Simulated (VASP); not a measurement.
Write the native input for VASP 6.6.1 that does the following.

```yaml
Task: relaxation of volume and atoms at fixed shape
Functional: LDA
Potentials_or_basis: VASP PAW LDA potentials, release 64 (Cu, Au)
Cutoff: 600 eV
k_mesh: 8 × 8 × 6
Occupations: fermi-dirac, width 0.1 eV
Spin: no spin polarisation
Dipole_correction: no
Further_INCAR_settings: ALGO = Normal; EDIFF = 1e-06; IBRION = 2; EDIFFG = -0.02; NSW = 60; ISIF = 8
```

The structure of CuAu lies in POSCAR:

```
CuAu
1.0
    2.8107490000      0.0000000000      0.0000000000
    0.0000000000      2.8107490000      0.0000000000
    0.0000000000      0.0000000000      3.6850000000
Cu Au
1 1
Direct
    0.5000000000      0.5000000000      0.5000000000
    0.0000000000      0.0000000000      0.0000000000
```

The input as run:

INCAR

```
SYSTEM = CuAu
PREC = Accurate
ENCUT = 600
EDIFF = 1E-6
ISMEAR = -1
SIGMA = 0.1
LREAL = .False.
LASPH = .True.
NELM = 80
ALGO = Normal
ISIF = 8
LWAVE = .False.
LCHARG = .False.
IBRION = 2
NSW = 60
EDIFFG = -0.02
```

KPOINTS

```
regular mesh
0
Gamma
  8 8 6
  0 0 0
```

Potentials or basis: VASP PAW LDA potentials, release 64 (Cu, Au).

Run with:

```sh
$ cat potpaw_LDA.64/Cu/POTCAR potpaw_LDA.64/Au/POTCAR > POTCAR
$ mpirun -np 1 vasp_std > vasp.out
```

Results of the run:

```json
{
 "Relaxed volume": "13.86 Å³/atom",
 "Relaxed cell": "a = 2.765 Å, b = 2.765 Å, c = 3.625 Å, α = 90.00°, β = 90.00°, γ = 90.00°",
 "Space group after relaxing (to 0.05 Å)": "P4/mmm (No. 123)",
 "Energy gained by relaxing": "18.1 meV/atom",
 "Ionic steps": "4",
 "Pressure after relaxing": "0.0 GPa",
 "Band gap on the k mesh": "zero (band 11 reaches 14.73 eV, above the bottom of band 12 at 7.15 eV)"
}
```

Caveat: spin-orbit coupling is left out, which moves the levels of the heavy elements.

It took 120 s on 1 thread of Intel Xeon 8259CL, on a shared host, peak memory 0.17 GiB.
